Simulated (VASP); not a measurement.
# Ti3Si (I4/mmm) in VASP: a series of runs

The runs below take Ti3Si through single point, with PBEsol.

Everything below comes from runs of VASP 6.6.1. Logs are shortened: lines on timing, memory, paths and dates and some standing lists are left out, and cuts for length are marked.

### 1 The cell of the first run

Symmetry: I4/mmm, No. 139, tetragonal system. Conventional cell: a = 4.395 Å, b = 4.395 Å, c = 6.029 Å, α = 90.00°, β = 90.00°, γ = 90.00°. Within 3.5 Å of Ti (site symmetry -4m2) lie 10 Ti at 2.66 to 3.11 Å and 4 Si at 2.66 Å. Ti (site symmetry 4/mmm) has 8 Ti at 2.66 Å and 6 Si at 3.01 to 3.11 Å within 3.5 Å. Si (site symmetry 4/mmm) has 14 Ti at 2.66 to 3.11 Å within 3.5 Å.

### 2 Single point, PBEsol, collinear spin (strain -0.0300 x Voigt [0, 0, 1, 0, 0, 0])

Contents of INCAR:

```
SYSTEM = Ti3Si
PREC     = Accurate       ! precision mode
ENCUT    = 520            ! plane-wave cutoff, eV
EDIFF    = 1E-7           ! SCF threshold, eV
ISMEAR   = 0              ! smearing method
SIGMA    = 0.15           ! smearing width, eV
LREAL    = .False.        ! projectors in reciprocal space
LASPH    = .True.         ! aspherical terms in the spheres
NELM     = 150            ! most SCF steps
ALGO     = Normal         ! electronic algorithm
ISIF     = 2              ! what is computed and relaxed
LWAVE    = .False.        ! write WAVECAR
LCHARG   = .False.        ! write CHGCAR
ISPIN    = 2              ! spin polarisation
MAGMOM   = 0.19 0.19 0.8 0 ! initial moments
LORBIT   = 11             ! projections on sites
LMAXMIX  = 4              ! l up to which the mixer works
GGA      = PS             ! functional
NBANDS   = 32             ! bands
KPAR     = 4
```

Contents of KPOINTS:

```
Automatic mesh
0
Gamma
  14 14 14
  0 0 0
```

Contents of POSCAR:

```
Ti3Si
1.0
    0.0000000000      3.1079738390      3.0147346238
    3.1079738390      0.0000000000      3.0147346238
    3.1079738390      3.1079738390      0.0000000000
Ti Si
3 1
Direct
    0.7500000000      0.7500000000      0.7500000000
    0.2500000000      0.2500000000      0.2500000000
    0.0000000000      0.0000000000      0.0000000000
    0.5000000000      0.5000000000      0.5000000000
```

Potentials or basis: VASP PAW PBE potentials, release 64 (Ti_sv, Si).

Launch:

```console
> cat potpaw_PBE.64/Ti_sv/POTCAR potpaw_PBE.64/Si/POTCAR > POTCAR
> mpirun -np 4 vasp_std > vasp.out
```

OUTCAR:

```text
SYSTEM = Ti3Si
   PREC = Accurate
   ENCUT = 520
   EDIFF = 1E-7
   ISMEAR = 0
   LREAL = .False.
   LASPH = .True.
   NELM = 150
   ISIF = 2
   ISPIN = 2
   LORBIT = 11
   GGA = PS

 ion  position               nearest neighbor table
   1  0.750  0.750  0.750-   3 2.66   4 2.66   4 2.66   4 2.66   4 2.66   3 2.66   3 2.66   3 2.66

   2  0.250  0.250  0.250-   3 2.66   4 2.66   3 2.66   3 2.66   3 2.66   4 2.66   4 2.66   4 2.66

   3  0.000  0.000  0.000-   1 2.66   2 2.66   1 2.66   1 2.66   1 2.66   2 2.66   2 2.66   2 2.66
                             4 3.01   4 3.01
   4  0.500  0.500  0.500-   1 2.66   2 2.66   2 2.66   2 2.66   2 2.66   1 2.66   1 2.66   1 2.66
                             3 3.01   3 3.01

  LATTYP: Found a body centered tetragonal cell.
 ALAT       =     4.3953387546
 C/A-ratio  =     1.3717871555

  Lattice vectors:

 A1 = (   0.0000000000,  -3.1079738390,  -3.0147346238)
 A2 = (   0.0000000000,   3.1079738390,  -3.0147346238)
 A3 = (   3.1079738390,   0.0000000000,   3.0147346238)

Analysis of symmetry for initial positions (statically):
=====================================================================
 Subroutine PRICEL returns:
 Original cell was already a primitive cell.

 Routine SETGRP: Setting up the symmetry group for a
 body centered tetragonal supercell.

 Subroutine GETGRP returns: Found 16 space group operations
 (whereof 16 operations were pure point group operations)
 out of a pool of 16 trial point group operations.

The static configuration has the point symmetry D_4h.

Analysis of symmetry for dynamics (positions and initial velocities):
=====================================================================
 Subroutine PRICEL returns:
 Original cell was already a primitive cell.

 Routine SETGRP: Setting up the symmetry group for a
 body centered tetragonal supercell.

 Subroutine GETGRP returns: Found 16 space group operations
 (whereof 16 operations were pure point group operations)
 out of a pool of 16 trial point group operations.

The dynamic configuration has the point symmetry D_4h.

Analysis of structural, dynamic, and magnetic symmetry:
=====================================================================
 Subroutine PRICEL returns:
 Original cell was already a primitive cell.

 Routine SETGRP: Setting up the symmetry group for a
 body centered tetragonal supercell.

 Subroutine GETGRP returns: Found 16 space group operations
 (whereof 16 operations were pure point group operations)
 out of a pool of 16 trial point group operations.

The overall configuration has the point symmetry D_4h.

 Subroutine INISYM returns: Found 16 space group operations
 (whereof 16 operations are pure point group operations),
 and found     1 'primitive' translations

----------------------------------------------------------------------------------------

                                     Primitive cell

  volume of cell :      58.2417

  direct lattice vectors                    reciprocal lattice vectors
     0.000000000  3.107973839  3.014734624    -0.160876515  0.160876515  0.165852077
     3.107973839  0.000000000  3.014734624     0.160876515 -0.160876515  0.165852077
     3.107973839  3.107973839  0.000000000     0.160876515  0.160876515 -0.165852077

  length of vectors
     4.329910650  4.329910650  4.395338755     0.281548251  0.281548251  0.281548251

  position of ions in fractional coordinates (direct lattice)
     0.750000000  0.750000000  0.750000000
     0.250000000  0.250000000  0.250000000
     0.000000000  0.000000000  0.000000000
     0.500000000  0.500000000  0.500000000

  ion indices of the primitive-cell ions
   primitive index   ion index
                 1           1
                 2           2
                 3           3
                 4           4

----------------------------------------------------------------------------------------

 KPOINTS: Automatic mesh

Automatic generation of k-mesh.
 Grid dimensions read from file:
 generate k-points for:   14   14   14

 Generating k-lattice:

  Cartesian coordinates                     Fractional coordinates (reciprocal lattice)
    -0.011491180  0.011491180  0.011846577     0.071428571  0.000000000  0.000000000
     0.011491180 -0.011491180  0.011846577     0.000000000  0.071428571  0.000000000
     0.011491180  0.011491180 -0.011846577     0.000000000  0.000000000  0.071428571

  Length of vectors
     0.020110589  0.020110589  0.020110589

  Shift w.r.t. Gamma in fractional coordinates (k-lattice)
     0.000000000  0.000000000  0.000000000

 Subroutine IBZKPT returns following result:
 ===========================================

 Found    244 irreducible k-points:

 Following reciprocal coordinates:
            Coordinates               Weight
  0.000000  0.000000  0.000000      1.000000
  0.071429  0.000000  0.000000      8.000000
  0.142857  0.000000  0.000000      8.000000
  0.214286  0.000000  0.000000      8.000000
  0.285714 -0.000000  0.000000      8.000000
  0.357143 -0.000000  0.000000      8.000000
[... 16 lines left out ...]
  0.214286  0.142857  0.000000      8.000000
  0.285714  0.142857  0.000000      8.000000
 [... further k-points ...]
   k-points           NKPTS =    244   k-points in BZ     NKDIM =    244   number of bands    NBANDS=     32
   number of dos      NEDOS =    301   number of ions     NIONS =      4
   total plane-waves  NPLWV =  36864
   dimension x,y,z NGX =    32 NGY =   32 NGZ =   36
   dimension x,y,z NGXF=    64 NGYF=   64 NGZF=   72
   ions per type =               3   1
   NGX,Y,Z   is equivalent  to a cutoff of  12.29, 12.29, 13.62 a.u.
   NGXF,Y,Z  is equivalent  to a cutoff of  24.57, 24.57, 27.23 a.u.
 SYSTEM =  Ti3Si
   PREC   = accura    normal or accurate (medium, high low for compatibility)
   ISTART =      0    job   : 0-new  1-cont  2-samecut
   ICHARG =      2    charge: 1-file 2-atom 10-const
   ISPIN  =      2    spin polarized calculation?
   LNONCOLLINEAR =      F non collinear calculations
   LSORBIT =      F    spin-orbit coupling
   LASPH  =      T    aspherical Exc in radial PAW
   ENCUT  =  520.0 eV  38.22 Ry    6.18 a.u.   8.05  8.05  8.17*2*pi/ulx,y,z
   NELM   =    150;   NELMIN=  2; NELMDL= -5     # of ELM steps
   EDIFF  = 0.1E-06   stopping-criterion for ELM
   LREAL  =      F    real-space projection
   EDIFFG = 0.1E-05   stopping-criterion for IOM
   NSW    =      0    number of steps for IOM
   IBRION =     -1    ionic relax: 0-MD 1-quasi-New 2-CG
   NFREE  =      0    steps in history (QN), initial steepest desc. (CG)
   ISIF   =      2    stress and relaxation
   ISYM   =      2    0-nonsym 1-usesym 2-fastsym
   POTIM  = 0.5000    time-step for ionic-motion
   TEBEG  =    0.0;   TEEND  =   0.0 temperature during run
   PSTRESS=    0.0 pullay stress
   NELECT =      40.0000    total number of electrons
   NUPDOWN=      -1.0000    fix difference up-down
   EMIN   =  10.00;   EMAX   =-10.00  energy-range for DOS
   EFERMI =   0.00;   METHOD = LEGACY
   ISMEAR =     0;   SIGMA  =   0.15  broadening in eV -4-tet -1-fermi 0-gaus
   EFERMI_NEDOS =   21; number of points for ismear=-14 and -15
   IALGO  =     38    algorithm
   IMIX   =      4    mixing-type and parameters
     AMIX     =   0.40;   BMIX     =  1.00
     AMIX_MAG =   1.60;   BMIX_MAG =  1.00
  volume/ion in A,a.u.               =      14.56        98.26
  Fermi-wavevector in a.u.,A,eV,Ry     =   1.444387  2.729496 28.385205  2.086254
  Thomas-Fermi vector in A             =   2.562688
   LORBIT       =     11    0 simple, 1 ext, 2 COOP (PROOUT), +10 PAW based schemes
   GGA     = PS    functional components
   LHFCALC =     F    Hartree Fock is set to
   AEXX    =    0.0000 exact exchange contribution
   IVDW    =     0    specifies the selected vdW correction
   LEPSILON=     F    determine dielectric tensor
   LRPA    =     F    only Hartree local field effects (RPA)
 spin polarized calculation
 Gauss-broadening in eV      SIGMA  =   0.15
  energy-cutoff  :      520.00
  volume of cell :       58.24
 maximum number of plane-waves:      1588
   NGX = 17   NGY = 17   NGZ = 17

 number of electron      39.9999991 magnetization       1.1857522

 Free energy of the ion-electron system (eV)
  ---------------------------------------------------
  ext. energy  EPLUGINS =         0.00000000
  ---------------------------------------------------
  free energy    TOTEN  =       -32.24913815 eV

  energy without entropy =      -32.19803004  energy(sigma->0) =      -32.22358410

 E-fermi :   9.9690     XC(G=0): -12.1749

 val. band max:        9.9681026288   @ k =   0.5000   0.2857   0.0714
 cond. band min:       9.9709919275   @ k =   0.2857   0.0714   0.0000
 fundamental gap:      0.0028892987
 Fermi energy:         9.9689851913

 spin component 1

 k-point     1 :       0.0000    0.0000    0.0000
  band No.  band energies     occupation
      1     -46.3336      1.00000
      2     -46.1659      1.00000
      3     -45.9763      1.00000
      4     -22.8150      1.00000
      5     -22.8150      1.00000
      6     -22.7721      1.00000
[... 829 lines left out ...]
     31      15.2678      0.00000
     32      15.4932      0.00000

 [... further k-points ...]

 spin component 2

 k-point     1 :       0.0000    0.0000    0.0000
  band No.  band energies     occupation
      1     -46.1522      1.00000
      2     -46.0435      1.00000
      3     -45.4874      1.00000
      4     -22.6067      1.00000
      5     -22.5772      1.00000
      6     -22.5772      1.00000
[... 829 lines left out ...]
     31      15.4805      0.00000
     32      15.8026      0.00000

 [... further k-points ...]

------------------------ aborting loop because EDIFF is reached ----------------------------------------

  FORCE on cell =-STRESS in cart. coord.  units (eV):
  Direction    XX          YY          ZZ          XY          YZ          ZX
  --------------------------------------------------------------------------------------
  -------------------------------------------------------------------------------------
  Total        1.4535555      1.4535555      1.8738862      0.0000000      0.0000000     -0.0000000
  in kB       39.9860402     39.9860402     51.5489699      0.0000000      0.0000000     -0.0000000
  external PRESSURE =      43.8403501 kB  Pullay stress =       0.0000000 kB

 VOLUME and BASIS-vectors are now :
 -----------------------------------------------------------------------------
  energy-cutoff  :      520.00
  volume of cell :       58.24
      direct lattice vectors                 reciprocal lattice vectors
     0.000000000  3.107973839  3.014734624    -0.160876515  0.160876515  0.165852077
     3.107973839  0.000000000  3.014734624     0.160876515 -0.160876515  0.165852077
     3.107973839  3.107973839  0.000000000     0.160876515  0.160876515 -0.165852077

 POSITION                                       TOTAL-FORCE (eV/Angst)
 -----------------------------------------------------------------------------------
      4.66196      4.66196      4.52210         0.000000      0.000000     -0.000000
      1.55399      1.55399      1.50737        -0.000000      0.000000     -0.000000
      0.00000      0.00000      0.00000        -0.000000     -0.000000      0.000000
      3.10797      3.10797      3.01473        -0.000000     -0.000000      0.000000
 -----------------------------------------------------------------------------------
    total drift:                               -0.000000     -0.000000      0.000000

  FREE ENERGIE OF THE ION-ELECTRON SYSTEM (eV)
  ---------------------------------------------------
  free  energy   TOTEN  =       -32.2491381488 eV

  energy  without entropy=      -32.1980300445  energy(sigma->0) =      -32.22358410

 total charge

# of ion       s       p       d       tot
------------------------------------------
    1        2.215   6.167   2.039  10.422
    2        2.215   6.167   2.039  10.422
    3        2.267   6.096   2.150  10.512
    4        0.725   0.924   0.000   1.649
--------------------------------------------------
tot          7.422  19.354   6.229  33.005

 magnetization (x)

# of ion       s       p       d       tot
------------------------------------------
    1        0.001   0.025   0.124   0.150
    2        0.001   0.025   0.124   0.150
    3        0.008   0.019   0.614   0.641
    4       -0.003  -0.013   0.000  -0.017
--------------------------------------------------
tot          0.007   0.056   0.861   0.924
```

It took 4.9 min on 4 MPI ranks of Intel Xeon Platinum 8375C at 2.90GHz (Ice Lake), shared host; peak memory 0.67 GiB.

Results:

| Item | Value |
| --- | --- |
| Free energy | -32.2491 eV |
| Pressure | 4.4 GPa |
| Net moment | 1.19 μB per cell |
| Site moments | Ti +0.15, +0.64 (each value once); Si -0.02 μB |
| Valence electrons inside the program's atomic spheres | Ti 10.42, 10.51 (each value once); Si 1.65 |

Levels at points of the mesh, in eV from the Fermi level:
Spin up:
```
           k point  band 17  band 18  band 19  band 20  band 21  band 22  band 23  band 24  band 25  band 26
(0.00, 0.00, 0.00)    -2.40    -2.29    -0.33    -0.33    -0.29     2.28     2.38     2.38     2.48     3.15
(0.50, 0.00, 0.00)    -0.82    -0.77    -0.69    -0.37    -0.25     0.57     0.81     0.88     2.62     2.85
(0.50, 0.50, 0.00)    -2.06    -2.06    -0.37    -0.37    -0.37     0.88     1.10     1.10     2.38     2.40
(0.50, 0.00, 0.50)    -1.91    -1.91    -0.63    -0.59    -0.47     0.85     1.19     1.37     2.38     2.50
```
Spin down:
```
           k point  band 17  band 18  band 19  band 20  band 21  band 22
(0.00, 0.00, 0.00)    -2.23    -2.12     0.22     0.22     0.25     2.43
(0.50, 0.00, 0.00)    -0.39    -0.35    -0.26    -0.20    -0.07     0.77
(0.50, 0.50, 0.00)    -2.00    -1.97    -0.29     0.09     0.09     1.21
(0.50, 0.00, 0.50)    -1.85    -1.84    -0.38    -0.20    -0.14     1.17
```

Caveat: the cell differs from its parent crystal (strain -0.0300 x Voigt [0, 0, 1, 0, 0, 0]); the cell stands under pressure; the PAW data sets were made with another functional, which shifts forces and pressure a little.

### 3 Single point, PBEsol, collinear spin (strain -0.0400 x Voigt [0, 0, 1, 0, 0, 0])

Contents of INCAR:

```
SYSTEM = Ti3Si
ALGO = Fast
EDIFF = 1E-6
ENCUT = 520
GGA = PS
ISIF = 2
ISMEAR = 0
ISPIN = 2
KPAR = 4
LASPH = .TRUE.
LCHARG = .TRUE.
LMAXMIX = 4
LORBIT = 11
LREAL = .FALSE.
LVHAR = .TRUE.
LWAVE = .FALSE.
MAGMOM = 0.19 0.19 0.8 0
NBANDS = 32
NELM = 150
PREC = Accurate
SIGMA = 0.15
```

Contents of KPOINTS:

```
k-points
0
G
  14 14 14
  0 0 0
```

Edit POSCAR of step 2 so:

```diff
@@ -2,4 +2,4 @@
 1.0
-    0.0000000000      3.1079738390      3.0147346238
-    3.1079738390      0.0000000000      3.0147346238
+    0.0000000000      3.1079738390      2.9836548854
+    3.1079738390      0.0000000000      2.9836548854
     3.1079738390      3.1079738390      0.0000000000
```

Potentials or basis: VASP PAW PBE potentials, release 64 (Ti_sv, Si).

Launch:

```console
> cat potpaw_PBE.64/Ti_sv/POTCAR potpaw_PBE.64/Si/POTCAR > POTCAR
> mpirun -np 4 vasp_std > vasp.out
```

It took 11 min on 4 MPI ranks of Intel Xeon Platinum 8259CL at 2.50GHz (Skylake/Cascade Lake), shared host; peak memory 0.69 GiB.

Results (log left out):

```
Free energy                                           : -32.2258 eV
Pressure                                              : 6.0 GPa
Net moment                                            : 1.12 μB per cell
Site moments                                          : Ti +0.14, +0.61 (each value once); Si -0.01 μB
Valence electrons inside the program's atomic spheres : Ti 10.44, 10.53 (each value once); Si 1.66
```

Stress tensor (GPa, compression positive):
```
5.47 0.00 0.00
0.00 5.47 0.00
0.00 0.00 7.19
```

Levels at points of the mesh, in eV from the Fermi level:
Spin up:
| k point | band 17 | band 18 | band 19 | band 20 | band 21 | band 22 | band 23 | band 24 | band 25 | band 26 |
| --- | --- | --- | --- | --- | --- | --- | --- | --- | --- | --- |
| (0.00, 0.00, 0.00) | -2.45 | -2.30 | -0.31 | -0.31 | -0.26 | 2.30 | 2.43 | 2.43 | 2.57 | 3.18 |
| (0.50, 0.00, 0.00) | -0.83 | -0.77 | -0.66 | -0.38 | -0.22 | 0.59 | 0.81 | 0.91 | 2.62 | 2.91 |
| (0.50, 0.50, 0.00) | -2.09 | -2.09 | -0.36 | -0.30 | -0.30 | 0.90 | 1.09 | 1.09 | 2.39 | 2.46 |
| (0.50, 0.00, 0.50) | -1.88 | -1.88 | -0.66 | -0.60 | -0.49 | 0.86 | 1.22 | 1.46 | 2.43 | 2.55 |
Spin down:
```tsv
k point	band 17	band 18	band 19	band 20	band 21	band 22
(0.00, 0.00, 0.00)	-2.29	-2.14	0.21	0.21	0.25	2.44
(0.50, 0.00, 0.00)	-0.43	-0.36	-0.25	-0.21	-0.05	0.78
(0.50, 0.50, 0.00)	-2.03	-1.94	-0.28	0.14	0.14	1.21
(0.50, 0.00, 0.50)	-1.83	-1.81	-0.40	-0.26	-0.18	1.16
```

Caveat: the cell differs from its parent crystal (strain -0.0400 x Voigt [0, 0, 1, 0, 0, 0]); the cell stands under pressure; the PAW data sets were made with another functional, which shifts forces and pressure a little.
